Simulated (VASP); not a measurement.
Input of a VASP 6.6.1 run:

Contents of INCAR:

```
SYSTEM = Cu4O
  ALGO = Normal
  EDIFF = 1E-6
  ENCUT = 520
  GGA = PE
  ISIF = 2
  ISMEAR = 0
  ISPIN = 2
  LASPH = .True.
  LCHARG = .False.
  LMAXMIX = 4
  LORBIT = 11
  LREAL = .False.
  LWAVE = .False.
  MAGMOM = 1 1 1 1 0
  NBANDS = 37
  NELM = 150
  PREC = Accurate
  SIGMA = 0.1
```

KPOINTS

```
k-points
0
Gamma
  4 4 4
  0 0 0
```

File POSCAR:

```
Cu4O
1.0
    3.8749513600      0.0000000000      0.0000000000
    0.0000000000      3.8749513600      0.0000000000
    0.0000000000      0.0000000000      3.8749513600
Cu O
4 1
Direct
    0.5000000000      0.5000000000      0.5000000000
    0.5000000000      0.0000000000      0.0000000000
    0.0000000000      0.5000000000      0.0000000000
    0.0000000000      0.0000000000      0.5000000000
    0.0000000000      0.0000000000      0.0000000000
```

Potentials or basis: VASP PAW PBE potentials, release 64 (Cu, O).

Run with:

```bash
$ cat potpaw_PBE.64/Cu/POTCAR potpaw_PBE.64/O/POTCAR > POTCAR
$ mpirun -np 1 vasp_std > vasp.out
```

Predict the band gap on the k mesh.

zero (filled and empty bands overlap).

What does it give for the net moment?

0.00 μB per cell.

Predict the pressure.

10.1 GPa.

Caveat: the k points lie up to 0.41 Å⁻¹ apart. With open d or f shells a metallic result of PBE can be an artefact of self-interaction; +U or a hybrid may open a gap.
